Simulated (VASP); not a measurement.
Runs of VASP 6.6.1 on PbO. The structure is that of space group P6_3/mmc (No. 194), or close to it. The cells are those of the table. 

| level | cell | k mesh | gap on the mesh (eV) | pressure (GPa) |
| --- | --- | --- | --- | --- |
| r2SCAN | a = 4.344, b = 4.344, c = 5.380 Å, angles 90.0, 90.0, 120.0°, 4 atoms | 6 × 6 × 4 | 1.63 | -3.9 |
| PBE | a = 4.389, b = 4.389, c = 5.438 Å, angles 90.0, 90.0, 120.0°, 4 atoms | 6 × 6 × 4 | 1.35 | (a) |
| r2SCAN | a = 4.303, b = 4.303, c = 5.329 Å, angles 90.0, 90.0, 120.0°, 4 atoms | 6 × 6 × 4 | (b) | -2.0 |
| r2SCAN | a = 4.260, b = 4.260, c = 5.277 Å, angles 90.0, 90.0, 120.0°, 4 atoms | 12 × 12 × 6 | 1.57 | 0.2 |
| PBE | a = 4.347, b = 4.347, c = 5.386 Å, angles 90.0, 90.0, 120.0°, 4 atoms | 6 × 6 × 4 | 1.33 | -2.0 |
| PBE | a = 4.261, b = 4.261, c = 5.279 Å, angles 90.0, 90.0, 120.0°, 4 atoms | 6 × 6 × 4 | (c) | 2.3 |
| r2SCAN | a = 4.173, b = 4.173, c = 5.169 Å, angles 90.0, 90.0, 120.0°, 4 atoms | 6 × 6 × 4 | 1.49 | 5.9 |
| r2SCAN | a = 4.260, b = 4.260, c = 5.277 Å, angles 90.0, 90.0, 120.0°, 4 atoms | 6 × 6 × 4 | 1.57 | 0.2 |

Alike in all rows: task single point; potentials or basis VASP PAW PBE potentials, release 64 (Pb_d, O); no spin polarisation; cutoff (eV) 520; smearing gaussian 0.01 eV.

Problem. Fill in the values left out.

Solution. (a) -3.6; (b) 1.60; (c) 1.28.

Caveats: spin-orbit coupling is left out, which moves the levels of the heavy elements; the PAW data sets were made with another functional, which shifts forces and pressure a little (some runs).

A k mesh can miss the band edges, and the runs leave out spin-orbit coupling on Pb.
